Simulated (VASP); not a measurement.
Here is a VASP 6.6.1 calculation.

INCAR

```
SYSTEM = F
PREC = Accurate
ENCUT = 600
EDIFF = 1E-7
ISMEAR = -1
SIGMA = 0.05
LREAL = .False.
LASPH = .True.
NELM = 60
ALGO = Normal
ISIF = 3
LWAVE = .False.
LCHARG = .False.
GGA = PE
IBRION = 2
NSW = 80
EDIFFG = -0.01
```

The input KPOINTS:

```
regular mesh
0
Gamma
  6 6 3
  0 0 0
```

POSCAR

```
F
1.0
    2.7500000000     -1.6400000000      0.0000000000
    2.7500000000      1.6400000000      0.0000000000
   -1.5347200000      0.0000000000      7.1163900000
F
4
Direct
    0.9680000000      0.6020000000      0.0997000000
    0.3980000000      0.0320000000      0.4003000000
    0.0320000000      0.3980000000      0.9003000000
    0.6020000000      0.9680000000      0.5997000000
```

Potentials or basis: VASP PAW PBE potentials, release 64 (F).

Run with:

```console
$ cat potpaw_PBE.64/F/POTCAR > POTCAR
$ mpirun -np 1 vasp_std > vasp.out
```

(1) Estimate the relaxed volume.

(2) What does it give for the space group after relaxing (to 0.05 Å)?

(3) Estimate the relaxed cell.

Results:

(1) 16.88 Å³/atom.

(2) C2/c (No. 15).

(3) a = 3.358 Å, b = 3.358 Å, c = 6.825 Å, α = 96.78°, β = 96.78°, γ = 62.33°.
